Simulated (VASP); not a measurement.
FeSi:

```
CELL_PARAMETERS angstrom
4.53000 0.00000 0.00000
0.00000 4.53000 0.00000
0.00000 0.00000 4.53000
ATOMIC_POSITIONS crystal
Fe 0.13652 0.13652 0.13652
Fe 0.36348 0.86348 0.63652
Fe 0.63652 0.36348 0.86348
Fe 0.86348 0.63652 0.36348
Si 0.84240 0.84240 0.84240
Si 0.65760 0.15760 0.34240
Si 0.34240 0.65760 0.15760
Si 0.15760 0.34240 0.65760
```

* Program: VASP 6.6.1
* Task: relaxation of the atoms
* Functional: LDA
* Potentials or basis: VASP PAW LDA potentials, release 64 (Fe, Si)
* Cutoff: 520 eV
* k mesh: 8 × 8 × 8
* Occupations: gaussian, width 0.01 eV
* Spin: no spin polarisation

At the start: pressure -22.2 GPa; volume 11.62 Å³/atom.

Problem. Where does the relaxation end?

Solution. Over 5 steps the energy falls by 6.4 meV/atom; space group P2_13 (No. 198, to 0.1 Å) before and after.

Step by step:
```tsv
step	energy change (eV)	largest force (eV/Å)	pressure (GPa)
1	0.0000	0.3450	-22.17
2	-0.0334	0.2159	-21.57
3	-0.0490	0.0795	-20.68
4	-0.0509	0.0211	-20.58
5	-0.0510	0.0029	-20.53
```

Final structure:
```
CELL_PARAMETERS angstrom
4.53000 0.00000 0.00000
0.00000 4.53000 0.00000
0.00000 0.00000 4.53000
ATOMIC_POSITIONS crystal
Fe 0.13106 0.13106 0.13106
Fe 0.36894 0.86894 0.63106
Fe 0.63106 0.36894 0.86894
Fe 0.86894 0.63106 0.36894
Si 0.83812 0.83812 0.83812
Si 0.66188 0.16188 0.33812
Si 0.33812 0.66188 0.16188
Si 0.16188 0.33812 0.66188
```
